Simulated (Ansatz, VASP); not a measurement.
**MgO: VASP beside Ansatz**

```
CELL_PARAMETERS angstrom
5.52307 0.00000 0.00000
0.00000 5.52307 0.00000
0.00000 0.00000 5.52307
ATOMIC_POSITIONS crystal
Mg 0.25000 0.98150 0.50000
Mg 0.00000 0.51850 0.25000
Mg 0.50000 0.75000 0.00000
Mg 0.75000 0.98150 0.50000
Mg 0.00000 0.51850 0.75000
Mg 0.50000 0.25000 0.00000
O 0.25000 0.48523 0.00000
O 0.50000 0.01477 0.25000
O 0.00000 0.75000 0.50000
O 0.75000 0.48523 0.00000
O 0.50000 0.01477 0.75000
O 0.00000 0.25000 0.50000
```

Change from the starting cell: mode 14 frozen in at -0.043 Å and mode 24 at -0.115 Å (largest displacements).

Alike in both runs: task single point; functional LDA; k mesh 4 × 4 × 4; occupations gaussian, width 0.05 eV; no spin polarisation.

```csv
,VASP,Ansatz
version,VASP 6.6.1,Ansatz 0.2.0
potentials or method,"VASP PAW LDA potentials, release 64 (Mg, O), cutoff 520 eV","scalar-relativistic, plane waves, PAW"
valence electrons in the cell,48,96
```

VASP gave:

```
gap on the k mesh at the Fermi level (eV)                     : 2.60
least direct gap on the mesh (eV)                             : 2.63
pressure (GPa)                                                : -0.2
traceless stress, the component that is largest in VASP (GPa) : -0.50
rms of the force components (eV/Å)                            : 0.839
```

Question: Estimate Ansatz's values.

Answer: gap on the k mesh at the Fermi level (eV): 2.62; least direct gap on the mesh (eV): 2.65; pressure (GPa): 0.4; traceless stress, the component that is largest in VASP (GPa): -0.50; rms of the force components (eV/Å): 0.821.

Ansatz warns that its potentials were made for another functional, while VASP's fit it. LDA's correlation is that of Perdew and Zunger in VASP and of Perdew and Wang (1992) in Ansatz. Atom by atom the forces differ by 0.018 eV/Å (rms over components). VASP's potentials hold 48 valence electrons a cell and Ansatz's 96, so a difference there can come from the potentials and not from the codes.
